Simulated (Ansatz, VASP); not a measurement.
**One calculation of MoS2, two programs**

The input INCAR:

```
PREC = Accurate ; ENCUT = 520
EDIFF = 1E-7 ; ISMEAR = 0
SIGMA = 0.15 ; LREAL = False
LASPH = True ; NELM = 60
ALGO = Normal ; ISIF = 2
LWAVE = False ; LCHARG = True
GGA = PS ; LELF = True
LVHAR = True ; NBANDS = 49
```

The input KPOINTS:

```
regular mesh
0
Gamma
  17 17 3
```

Contents of POSCAR:

```
MoS2
1.0
   -1.5602034497     -2.7023516451      0.0000000000
    1.5602034497     -2.7023516451      0.0000000000
    0.0000000000      0.0000000000     21.2580752127
Mo S
3 6
Direct
    0.3333333333      0.3333333333      0.1431605075
    0.6666666667      0.6666666667      0.4294528934
    0.0000000000      1.0000000000      0.7157452792
    1.0000000000      1.0000000000      0.5047678174
    0.3333333333      0.3333333333      0.7910602032
    0.6666666667      0.6666666667      0.2184754315
    1.0000000000      1.0000000000      0.0678455835
    0.3333333333      0.3333333333      0.3541379694
    0.6666666667      0.6666666667      0.6404303552
```

Input for Ansatz:

```yaml
crystal:
  lattice:
    - [-1.5602034497, -2.7023516451, 0.0]
    - [1.5602034497, -2.7023516451, 0.0]
    - [0.0, 0.0, 21.2580752127]
  atoms:
    - { symbol: Mo, position: [0.3333333333, 0.3333333333, 0.1431605075] }
    - { symbol: Mo, position: [0.6666666667, 0.6666666667, 0.4294528934] }
    - { symbol: Mo, position: [0.0, 1.0, 0.7157452792] }
    - { symbol: S, position: [1.0, 1.0, 0.5047678174] }
    - { symbol: S, position: [0.3333333333, 0.3333333333, 0.7910602032] }
    - { symbol: S, position: [0.6666666667, 0.6666666667, 0.2184754315] }
    - { symbol: S, position: [1.0, 1.0, 0.0678455835] }
    - { symbol: S, position: [0.3333333333, 0.3333333333, 0.3541379694] }
    - { symbol: S, position: [0.6666666667, 0.6666666667, 0.6404303552] }
basis:
  ecutwfc: 420
kpoints:
  mp_grid: { grid: [17, 17, 3] }
hamiltonian:
  xc: pbesol
scf:
  occupations: { method: gaussian, width: 0.15 }
output:
  forces: true
  stress: true
  eigenvalues: true
```

Alike in both runs: task single point; functional PBEsol; k mesh 17 × 17 × 3; occupations gaussian, width 0.15 eV; no spin polarisation.

```csv
,VASP,Ansatz
version,VASP 6.6.1,Ansatz 0.2.0
potentials or method,"VASP PAW PBE potentials, release 64 (Mo_sv, S), cutoff 520 eV","scalar-relativistic, plane waves, PAW"
valence electrons in the cell,78,78
```

|  | VASP | Ansatz | Ansatz less VASP |
| --- | --- | --- | --- |
| gap on the k mesh at the Fermi level (eV) | none | none | - |
| pressure (GPa) | -0.1 | -0.1 | -0.01 |
| rms of the force components (eV/Å) | 0.012 | 0.012 | -0.0003 |

VASP's potentials were made for PBE, not for PBEsol. Atom by atom the forces differ by 0.002 eV/Å (rms over components). A gap of «none» marks a metal or a gap that the smearing closes. The functional is the same, so the differences come from potentials, cutoffs and numerics.
